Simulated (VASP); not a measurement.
# Eu2S2 (Eu2(S)2) in VASP: single point with PBE+U

Aim: the single point of Eu2S2 (Eu2(S)2) with PBE+U.

Program: VASP 6.6.1. These are calculated values, not measurements. Logs are shortened: lines on timing, memory, paths and dates and some standing lists are left out, and cuts for length are marked.

## Step 1: The cell of the first run

The cell holds a molecule in a box, 4 atoms: a = 12.890 Å, b = 9.000 Å, c = 12.710 Å, α = 90.00°, β = 90.00°, γ = 90.00°.

## Step 2: Single point, PBE+U, collinear spin, ferromagnetic start

INCAR

```
PREC     = Accurate       # precision mode
ENCUT    = 520            # plane-wave cutoff, eV
EDIFF    = 1E-6           # SCF threshold, eV
ISMEAR   = 0              # smearing method
SIGMA    = 0.01           # smearing width, eV
LREAL    = False          # projectors in reciprocal space
LASPH    = True           # aspherical terms in the spheres
NELM     = 150            # most SCF steps
ALGO     = Normal         # electronic algorithm
ISIF     = 2              # what is computed and relaxed
LWAVE    = False          # write WAVECAR
LCHARG   = True           # write CHGCAR
ISPIN    = 2              # spin polarisation
MAGMOM   = 7 7 0 0        # initial moments
LORBIT   = 11             # projections on sites
LMAXMIX  = 6              # l up to which the mixer works
LDAU     = True           # DFT+U
LDAUTYPE = 2            
LDAUL    = 3 -1           # shell
LDAUU    = 5 0            # U, eV
LDAUJ    = 0 0          
LDAUPRINT= 1            
GGA      = PE             # functional
LELF     = True           # ELF
LVHAR    = True         
NBANDS   = 35             # bands
```

KPOINTS

```
Automatic mesh
0
Gamma
  1 1 1
```

POSCAR

```
EuS
1.0
   12.8900000000      0.0000000000      0.0000000000
    0.0000000000      9.0000000000      0.0000000000
    0.0000000000      0.0000000000     12.7100000000
Eu S
2 2
Direct
    0.5000799100      0.5000000000      0.6457498000
    0.5000799100      0.5000000000      0.3540519300
    0.6510512000      0.5000000000      0.4999008700
    0.3491078400      0.5000000000      0.4999008700
```

Potentials or basis: VASP PAW PBE potentials, release 64 (Eu, S).

Command:

```sh
> cat potpaw_PBE.64/Eu/POTCAR potpaw_PBE.64/S/POTCAR > POTCAR
> mpirun -np 1 vasp_gam > vasp.out
```

OUTCAR:

```text
PREC = Accurate
   ENCUT = 520
   EDIFF = 1E-6
   ISMEAR = 0
   LREAL = False
   LASPH = True
   NELM = 150
   ISIF = 2
   ISPIN = 2
   LORBIT = 11
   GGA = PE

 ion  position               nearest neighbor table
   1  0.500  0.500  0.646-   3 2.69   4 2.69
   2  0.500  0.500  0.354-   3 2.69   4 2.69
   3  0.651  0.500  0.500-   1 2.69   2 2.69
   4  0.349  0.500  0.500-   1 2.69   2 2.69

  LATTYP: Found a simple orthorhombic cell.
 ALAT       =     9.0000000000
 B/A-ratio  =     1.4122222222
 C/A-ratio  =     1.4322222222

  Lattice vectors:

 A1 = (   0.0000000000,   9.0000000000,   0.0000000000)
 A2 = (   0.0000000000,   0.0000000000,  12.7100000000)
 A3 = (  12.8900000000,   0.0000000000,   0.0000000000)

Analysis of symmetry for initial positions (statically):
=====================================================================
 Subroutine PRICEL returns:
 Original cell was already a primitive cell.

 Routine SETGRP: Setting up the symmetry group for a
 simple orthorhombic supercell.

 Subroutine GETGRP returns: Found  8 space group operations
 (whereof  2 operations were pure point group operations)
 out of a pool of  8 trial point group operations.

The static configuration has the point symmetry C_1h.
 The point group associated with its full space group is D_2h.

Analysis of symmetry for dynamics (positions and initial velocities):
=====================================================================
 Subroutine PRICEL returns:
 Original cell was already a primitive cell.

 Routine SETGRP: Setting up the symmetry group for a
 simple orthorhombic supercell.

 Subroutine GETGRP returns: Found  8 space group operations
 (whereof  2 operations were pure point group operations)
 out of a pool of  8 trial point group operations.

The dynamic configuration has the point symmetry C_1h.
 The point group associated with its full space group is D_2h.

Analysis of structural, dynamic, and magnetic symmetry:
=====================================================================
 Subroutine PRICEL returns:
 Original cell was already a primitive cell.

 Routine SETGRP: Setting up the symmetry group for a
 simple orthorhombic supercell.
[... 208 lines left out ...]
  o =  0.9799  v = -0.9993  0.0000 -0.0364 -0.0000  0.0000 -0.0000  0.0000  0.0000  0.0000  0.0000  0.0000  0.0000  0.0000  0.0000      0.0000  0.0000  0.0000  0.0000  0.0000  0.0000  0.0000  0.0000  0.0000  0.0000  0.0000  0.0000  0.0000  0.0000
  o =  0.9804  v =  0.0000  0.0000  0.0000 -0.0000  0.1808 -0.0000 -0.9835  0.0000  0.0000  0.0000  0.0000  0.0000  0.0000  0.0000      0.0000  0.0000  0.0000  0.0000  0.0000  0.0000  0.0000  0.0000  0.0000  0.0000  0.0000  0.0000  0.0000  0.0000

 number of electron      46.0000002 magnetization      14.0000003

 Free energy of the ion-electron system (eV)
  ---------------------------------------------------
  ext. energy  EPLUGINS =         0.00000000
  ---------------------------------------------------
  free energy    TOTEN  =       -32.52523157 eV

  energy without entropy =      -32.52523157  energy(sigma->0) =      -32.52523157

 E-fermi :  -3.2832     XC(G=0):  -1.5232

 val. band max:       -3.4232624196   @ k =   0.0000   0.0000   0.0000
 cond. band min:      -1.9605162471   @ k =   0.0000   0.0000   0.0000
 fundamental gap:      1.4627461725
 Fermi energy:        -3.2832412808

 spin component 1

 k-point     1 :       0.0000    0.0000    0.0000
  band No.  band energies     occupation
      1     -43.3437      1.00000
      2     -43.3323      1.00000
      3     -22.4810      1.00000
      4     -22.4675      1.00000
      5     -22.4604      1.00000
      6     -22.2803      1.00000
[... 27 lines left out ...]
     34      -0.4805      0.00000
     35      -0.0954      0.00000
 Fermi energy:        -3.2832412808

 spin component 2

 k-point     1 :       0.0000    0.0000    0.0000
  band No.  band energies     occupation
      1     -40.1757      1.00000
      2     -40.1603      1.00000
      3     -20.2708      1.00000
      4     -20.2121      1.00000
      5     -20.1840      1.00000
      6     -20.0509      1.00000
[... 27 lines left out ...]
     34       1.8489      0.00000
     35       2.0635      0.00000

------------------------ aborting loop because EDIFF is reached ----------------------------------------

  FORCE on cell =-STRESS in cart. coord.  units (eV):
  Direction    XX          YY          ZZ          XY          YZ          ZX
  --------------------------------------------------------------------------------------
  -------------------------------------------------------------------------------------
  Total       -1.7457187      0.2292817     -2.2709718      0.0000000     -0.0000000      0.0000000
  in kB       -1.8968975      0.2491375     -2.4676374      0.0000000     -0.0000000      0.0000000
  external PRESSURE =      -1.3717992 kB  Pullay stress =       0.0000000 kB

 VOLUME and BASIS-vectors are now :
 -----------------------------------------------------------------------------
  energy-cutoff  :      520.00
  volume of cell :     1474.49
      direct lattice vectors                 reciprocal lattice vectors
    12.890000000  0.000000000  0.000000000     0.077579519  0.000000000  0.000000000
     0.000000000  9.000000000  0.000000000     0.000000000  0.111111111  0.000000000
     0.000000000  0.000000000 12.710000000     0.000000000  0.000000000  0.078678206

 POSITION                                       TOTAL-FORCE (eV/Angst)
 -----------------------------------------------------------------------------------
      6.44603      4.50000      8.20748         0.000000      0.000000     -0.630243
      6.44603      4.50000      4.50000         0.000000      0.000000      0.630243
      8.39205      4.50000      6.35374        -0.464066      0.000000      0.000000
      4.50000      4.50000      6.35374         0.464066      0.000000      0.000000
 -----------------------------------------------------------------------------------
    total drift:                                0.005315      0.000000     -0.000070

  FREE ENERGIE OF THE ION-ELECTRON SYSTEM (eV)
  ---------------------------------------------------
  free  energy   TOTEN  =       -32.5252315695 eV

  energy  without entropy=      -32.5252315695  energy(sigma->0) =      -32.52523157

 total charge

# of ion       s       p       d       f       tot
--------------------------------------------------
    1        2.045   5.737   0.320   6.845  14.947
    2        2.045   5.737   0.320   6.845  14.947
    3        1.335   2.378   0.000   0.000   3.713
    4        1.335   2.378   0.000   0.000   3.713
--------------------------------------------------
tot          6.760  16.228   0.641  13.690  37.320

 magnetization (x)

# of ion       s       p       d       f       tot
--------------------------------------------------
    1       -0.010  -0.118   0.068   6.826   6.766
    2       -0.010  -0.118   0.068   6.826   6.766
    3       -0.004  -0.066   0.000   0.000  -0.069
    4       -0.004  -0.066   0.000   0.000  -0.069
--------------------------------------------------
tot         -0.027  -0.368   0.136  13.653  13.393
```

OSZICAR:

```text
N       E                     dE             d eps       ncg     rms          rms(c)
DAV:   1     0.490112435805E+03    0.49011E+03   -0.15152E+04   178   0.156E+03
DAV:   2     0.218542030409E+03   -0.27157E+03   -0.24457E+03   202   0.300E+02
[... 29 lines left out ...]
DAV:  32    -0.325251839666E+02   -0.15544E-04   -0.75308E-07   160   0.979E-03    0.732E-03
DAV:  33    -0.325251947907E+02   -0.10824E-04   -0.41915E-07   144   0.931E-03    0.865E-03
DAV:  34    -0.325252110834E+02   -0.16293E-04   -0.28931E-06   176   0.131E-02    0.188E-03
DAV:  35    -0.325252284046E+02   -0.17321E-04   -0.24932E-06   184   0.704E-03    0.152E-03
DAV:  36    -0.325252308467E+02   -0.24421E-05   -0.13366E-07   160   0.610E-03    0.108E-03
DAV:  37    -0.325252315695E+02   -0.72274E-06   -0.79242E-08   144   0.689E-03
   1 F= -.32525232E+02 E0= -.32525232E+02  d E =-.200895E-87  mag=    14.0000
```

Run time: 7 min. Hardware: 1 thread of AMD EPYC 9R14 (Zen 4), shared host; peak memory 1.5 GiB.

What came out:

```yaml
Free_energy: -32.5252 eV
Largest_force: 0.630 eV/Å
Gap_between_the_frontier_levels: 1.46 eV
Net_moment: 14.00 μB per cell
Site_moments: Eu +6.77; S -0.07 μB
Valence_electrons_inside_the_program's_atomic_spheres: Eu 14.95; S 3.71
```

Forces in eV/Å, atoms in the order of the input:
```
Eu   0.000  0.000 -0.630
Eu   0.000  0.000  0.630
S   -0.464  0.000  0.000
S    0.464  0.000  0.000
```

Levels at points of the mesh, in eV from the valence-band top:
Spin up:
```tsv
k point	band 27	band 28	band 29	band 30	band 31	band 32	band 33	band 34
(0.00, 0.00, 0.00)	-0.27	-0.20	-0.10	0.00	1.46	1.90	2.63	2.94
```
Spin down:
| k point | band 14 | band 15 | band 16 | band 17 | band 18 | band 19 |
| --- | --- | --- | --- | --- | --- | --- |
| (0.00, 0.00, 0.00) | -0.53 | -0.42 | -0.40 | 1.73 | 2.26 | 2.98 |

Eigenvalues of the final occupation matrices:
| site | spin | trace | eigenvalues |
| --- | --- | --- | --- |
| site 1 f | 1 | 6.84 | 0.97 0.98 0.98 0.98 0.98 0.98 0.98 |
| site 1 f | 2 | 0.01 | 0.00 0.00 0.00 0.00 0.00 0.00 0.00 |
| site 2 f | 1 | 6.84 | 0.97 0.98 0.98 0.98 0.98 0.98 0.98 |
| site 2 f | 2 | 0.01 | 0.00 0.00 0.00 0.00 0.00 0.00 0.00 |

Caveat: spin-orbit coupling is left out, which moves the levels of the heavy elements.
